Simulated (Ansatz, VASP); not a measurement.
**Nb3Ag: VASP beside Ansatz**

```
Nb Ag
1.0
     4.08801    0.00000    0.00000
     0.00000    4.08801    0.00000
     0.00000    0.00000    4.08801
Nb Ag
3 1
Cartesian
  0.0000 2.0440 2.0440
  2.0440 0.0000 2.0440
  2.0440 2.0440 0.0000
  2.0440 2.0440 2.0440
```

Alike in both runs: task relaxation of cell and atoms; functional PBE; k mesh 4 × 4 × 4; occupations gaussian, width 0.1 eV; no spin polarisation.

```csv
,VASP,Ansatz
version,VASP 6.6.1,Ansatz 0.2.0
potentials or method,"VASP PAW PBE potentials, release 64 (Nb_sv, Ag), cutoff 600 eV","scalar-relativistic, plane waves, PAW"
valence electrons in the cell,50,58
```

VASP gave:

- gap on the k mesh at the Fermi level, each at its own relaxed structure (eV): none
- relaxed volume (Å³/atom): 30.83
- relaxed cell length with the largest relative difference (Å): 4.977

Estimate Ansatz's values.

gap on the k mesh at the Fermi level, each at its own relaxed structure (eV): none; relaxed volume (Å³/atom): 31.06; relaxed cell length with the largest relative difference (Å): 4.990.

A gap of «none» marks a metal or a gap that the smearing closes. VASP's potentials hold 50 valence electrons a cell and Ansatz's 58, so a difference there can come from the potentials and not from the codes.

The k mesh is coarse, so the values compare programs but aren't converged. Noted on VASP's run: the volume moved by over 15 % at a fixed basis, so the end points are rough.
